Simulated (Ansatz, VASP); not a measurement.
**One calculation of TiAl3, two programs**

INCAR

```
ALGO = Normal ; EDIFF = 1E-6
ENCUT = 520 ; GGA = PS
ISIF = 2 ; ISMEAR = 0
LASPH = T ; LCHARG = F
LREAL = Auto ; LWAVE = F
NBANDS = 56 ; NELM = 60
PREC = Accurate ; SIGMA = 0.1
```

File KPOINTS:

```
k-points
0
Gamma
  12 12 4
```

Contents of POSCAR:

```
TiAl3
1.0
    3.9483448106      0.0000000000      0.0000000000
    0.0000000000      3.9483448106      0.0000000000
    0.0000000000      0.0000000000     16.3720980568
Ti Al
4 12
Direct
    0.0000000000      0.0000000000      0.0066149003
    0.0000000000      0.0000000000      0.2433850997
    0.5000000000      0.5000000000      0.5066149003
    0.5000000000      0.5000000000      0.7433850997
    0.5000000000      0.5000000000     -0.0000808173
    0.5000000000      0.0000000000      0.1250000000
    0.0000000000      0.5000000000      0.1250000000
    0.5000000000      0.5000000000      0.2500808173
    0.5000000000      0.0000000000      0.3750000000
    0.0000000000      0.5000000000      0.3750000000
    0.0000000000      0.0000000000      0.4999191827
    0.5000000000      0.0000000000      0.6250000000
    0.0000000000      0.5000000000      0.6250000000
    0.0000000000      0.0000000000      0.7500808173
    0.5000000000      0.0000000000      0.8750000000
    0.0000000000      0.5000000000      0.8750000000
```

Input for Ansatz:

```yaml
crystal:
  lattice:
    - [3.9483448106, 0.0, 0.0]
    - [0.0, 3.9483448106, 0.0]
    - [0.0, 0.0, 16.3720980568]
  atoms:
    - { symbol: Ti, position: [0.0, 0.0, 0.0066149003] }
    - { symbol: Al, position: [0.5, 0.5, -8.08173e-05] }
    - { symbol: Al, position: [0.5, 0.0, 0.125] }
    - { symbol: Al, position: [0.0, 0.5, 0.125] }
    - { symbol: Ti, position: [0.0, 0.0, 0.2433850997] }
    - { symbol: Al, position: [0.5, 0.5, 0.2500808173] }
    - { symbol: Al, position: [0.5, 0.0, 0.375] }
    - { symbol: Al, position: [0.0, 0.5, 0.375] }
    - { symbol: Al, position: [0.0, 0.0, 0.4999191827] }
    - { symbol: Ti, position: [0.5, 0.5, 0.5066149003] }
    - { symbol: Al, position: [0.5, 0.0, 0.625] }
    - { symbol: Al, position: [0.0, 0.5, 0.625] }
    - { symbol: Al, position: [0.0, 0.0, 0.7500808173] }
    - { symbol: Ti, position: [0.5, 0.5, 0.7433850997] }
    - { symbol: Al, position: [0.5, 0.0, 0.875] }
    - { symbol: Al, position: [0.0, 0.5, 0.875] }
basis:
  ecutwfc: 420
kpoints:
  mp_grid: { grid: [12, 12, 4] }
hamiltonian:
  xc: pbesol
scf:
  occupations: { method: gaussian, width: 0.1 }
output:
  forces: true
  stress: true
  eigenvalues: true
  write_density: true
  write_potential: true
  elf: true
  volumetric_format: npy
```

Alike in both runs: task single point; functional PBEsol; k mesh 12 × 12 × 4; occupations gaussian, width 0.1 eV; no spin polarisation.

|  | VASP | Ansatz |
| --- | --- | --- |
| version | VASP 6.6.1 | Ansatz 0.2.0 |
| potentials or method | VASP PAW PBE potentials, release 64 (Ti_sv, Al), cutoff 520 eV | scalar-relativistic, plane waves, PAW |
| valence electrons in the cell | 84 | 84 |

```tsv
	VASP	Ansatz	Ansatz less VASP
gap on the k mesh at the Fermi level (eV)	none	none	-
pressure (GPa)	-3.2	-3.3	-0.07
```

VASP's potentials were made for PBE, not for PBEsol. A gap of «none» marks a metal or a gap that the smearing closes. The functional is the same, so the differences come from potentials, cutoffs and numerics.
